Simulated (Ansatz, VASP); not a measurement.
Given: the input of a run of Ansatz 0.2.0 on Bi2Se3.

File input.yaml:

```yaml
crystal:
  lattice:
    - [2.0575968965, 1.1879541221, 9.4812687632]
    - [-2.0575968965, 1.1879541221, 9.4812687632]
    - [0.0, -2.3759082442, 9.4812687632]
  atoms:
    - { symbol: Bi, position: [0.5992, 0.5992, 0.5992] }
    - { symbol: Bi, position: [0.4008, 0.4008, 0.4008] }
    - { symbol: Se, position: [0.7883, 0.7883, 0.7883] }
    - { symbol: Se, position: [0.2117, 0.2117, 0.2117] }
    - { symbol: Se, position: [0.0, 0.0, 0.0] }
hamiltonian:
  xc: pbe
  pseudopotentials: { kind: paw }
  dispersion: d3bj
kpoints:
  mp_grid: { grid: [8, 8, 8] }
scf:
  occupations: { method: fermi_dirac, width: 0.05 }
output:
  forces: true
  stress: true
  eigenvalues: true
```

Potentials or basis: Ansatz PAW.

Launch:

```console
$ ansatz run input.yaml --threads 2 --pin off --max-ram 5120MiB --backend cpu --events-out ev --progress --plain --runs-dir out
```

Q: Translate it to VASP 6.6.1. Potentials there: VASP PAW PBE potentials, release 64 (Bi_d, Se).

A: As run (the cutoff follows the program's own potentials):

Contents of INCAR:

```
PREC = Accurate
ENCUT = 520
EDIFF = 1E-7
ISMEAR = -1
SIGMA = 0.05
LREAL = False
LASPH = True
NELM = 80
ALGO = Normal
ISIF = 2
LWAVE = False
LCHARG = True
GGA = PE
IVDW = 12
LELF = True
LVHAR = True
NBANDS = 32
```

File KPOINTS:

```
Automatic mesh
0
Gamma
  8 8 8
```

POSCAR

```
Bi2Se3
1.0
    2.0575968965      1.1879541221      9.4812687632
   -2.0575968965      1.1879541221      9.4812687632
    0.0000000000     -2.3759082442      9.4812687632
Bi Se
2 3
Direct
    0.5992000000      0.5992000000      0.5992000000
    0.4008000000      0.4008000000      0.4008000000
    0.7883000000      0.7883000000      0.7883000000
    0.2117000000      0.2117000000      0.2117000000
    0.0000000000      0.0000000000      0.0000000000
```

Potentials or basis: VASP PAW PBE potentials, release 64 (Bi_d, Se).

Launch:

```sh
$ cat potpaw_PBE.64/Bi_d/POTCAR potpaw_PBE.64/Se/POTCAR > POTCAR
$ mpirun -np 1 vasp_std > vasp.out
```

Both were run:

|  | VASP | Ansatz | Ansatz less VASP |
| --- | --- | --- | --- |
| gap on the k mesh at the Fermi level (eV) | 0.20 | 0.20 | +0.002 |
| least direct gap on the mesh (eV) | 0.20 | 0.20 | +0.002 |
| pressure (GPa) | 1.6 | 1.5 | -0.03 |
| traceless stress, the component that is largest in VASP (GPa) | -0.05 | -0.05 | +0.001 |
| rms of the force components (eV/Å) | 0.151 | 0.145 | -0.0062 |

Atom by atom the forces differ by 0.006 eV/Å (rms over components). VASP's potentials hold 48 valence electrons a cell and Ansatz's 78, so a difference there can come from the potentials and not from the codes.

Neither program's run includes spin-orbit coupling.
